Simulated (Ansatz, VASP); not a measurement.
# Rh in VASP and in Ansatz

```xyz
1
Lattice="0.0000 1.9008 1.9008 1.9008 0.0000 1.9008 1.9008 1.9008 0.0000" Properties=species:S:1:pos:R:3 pbc="T T T"
Rh    0.0000    0.0000    0.0000
```

Alike in both runs: functional r2SCAN; k mesh 14 × 14 × 14; occupations fermi-dirac, width 0.1 eV; no spin polarisation.

Ansatz relaxed the structure, and its values are those at the end. VASP's run is a single point on that final structure, the one shown.

```csv
,VASP,Ansatz
version,VASP 6.6.1,Ansatz 0.2.0
potentials or method,"VASP PAW PBE potentials, release 64 (Rh_pv), cutoff 520 eV","plane waves (500 eV) with PAW, scalar-relativistic"
valence electrons in the cell,15,17
```

```csv
,VASP,Ansatz,Ansatz less VASP
pressure (GPa),1.2,0.0,-1.20
```

VASP's potentials were made for PBE, not for r2SCAN. VASP's potentials hold 15 valence electrons a cell and Ansatz's 17, so a difference there can come from the potentials and not from the codes.
